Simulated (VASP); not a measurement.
Wanted: the native input for a VASP 6.6.1 run.

* Task: single point
* Functional: r2SCAN
* Dispersion: D3(BJ)
* Potentials or basis: VASP PAW PBE potentials, release 64 (Cu)
* Cutoff: 520 eV
* k mesh: 16 × 16 × 16
* Occupations: fermi-dirac, width 0.1 eV
* Spin: no spin polarisation
* Dipole correction: no
* Further INCAR settings: ALGO = Normal; EDIFF = 1e-07; NBANDS = 12

Crystal: Cu.

```
Cu
1.0
     0.00000    1.80750    1.81955
     1.80750    0.00000    1.81955
     1.80750    1.80750    0.00000
Cu
1
Direct
  0.00000 0.00000 0.00000
```

The input as run:

POSCAR

```
Cu
1.0
    0.0000000000      1.8075000000      1.8195500000
    1.8075000000      0.0000000000      1.8195500000
    1.8075000000      1.8075000000      0.0000000000
Cu
1
Direct
    0.0000000000      0.0000000000      0.0000000000
```

INCAR.step1

```
PREC = Accurate
ENCUT = 520
ISMEAR = -1
SIGMA = 0.1
LREAL = False
LASPH = True
NELM = 100
NBANDS = 12
GGA = PE
ALGO = Normal
EDIFF = 1E-4
LWAVE = True
LCHARG = False
```

INCAR.step2

```
PREC = Accurate
ENCUT = 520
EDIFF = 1E-7
ISMEAR = -1
SIGMA = 0.1
LREAL = False
LASPH = True
NELM = 100
ALGO = Normal
ISIF = 2
LWAVE = False
LCHARG = False
METAGGA = R2SCAN
LMIXTAU = True
IVDW = 12
VDW_S6 = 1.0
VDW_S8 = 0.78981345
VDW_A1 = 0.49484001
VDW_A2 = 5.73083694
NBANDS = 12
ISTART = 1
```

KPOINTS

```
regular mesh
0
Gamma
  16 16 16
```

Potentials or basis: VASP PAW PBE potentials, release 64 (Cu).

Run with:

```console
$ cat potpaw_PBE.64/Cu/POTCAR > POTCAR
$ cp INCAR.step1 INCAR
$ mpirun -np 1 vasp_std > vasp.out
$ cp INCAR.step2 INCAR
$ mpirun -np 1 vasp_std > vasp.out
```

It gave:

- Pressure: -8.7 GPa
- Dispersion energy per atom: -0.273 eV

Caveat: three body term missing; the PAW data sets were made with another functional, which shifts forces and pressure a little; pairwise dispersion overbinds metals, which lowers pressure and volume.

Run time: 2.5 min on 1 thread of Intel(R) Xeon(R) Platinum 8488C (Sapphire Rapids), with other jobs on the host, peak memory 0.17 GiB.
